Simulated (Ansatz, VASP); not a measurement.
**Cu in VASP and in Ansatz**

```
CELL_PARAMETERS angstrom
2.41796 0.00000 0.00000
-1.20898 2.09401 0.00000
0.00000 0.00000 3.96140
ATOMIC_POSITIONS crystal
Cu 0.33333 0.66667 0.25000
Cu 0.66667 0.33333 0.75000
```

Alike in both runs: task single point; functional LDA; k mesh 16 × 16 × 9; occupations fermi-dirac, width 0.1 eV; no spin polarisation.

|  | VASP | Ansatz |
| --- | --- | --- |
| version | VASP 6.6.1 | Ansatz 0.2.0 |
| potentials or method | VASP PAW LDA potentials, release 64 (Cu), cutoff 520 eV | plane waves (420 eV) with PAW, scalar-relativistic |
| valence electrons in the cell | 22 | 38 |

```tsv
	VASP	Ansatz	Ansatz less VASP
pressure (GPa)	20.2	19.2	-0.95
traceless stress, the component that is largest in VASP (GPa)	-0.26	-0.20	+0.060
```

Ansatz warns that its potentials were made for another functional, while VASP's fit it. LDA's correlation is that of Perdew and Zunger in VASP and of Perdew and Wang (1992) in Ansatz. VASP's potentials hold 22 valence electrons a cell and Ansatz's 38, so a difference there can come from the potentials and not from the codes.
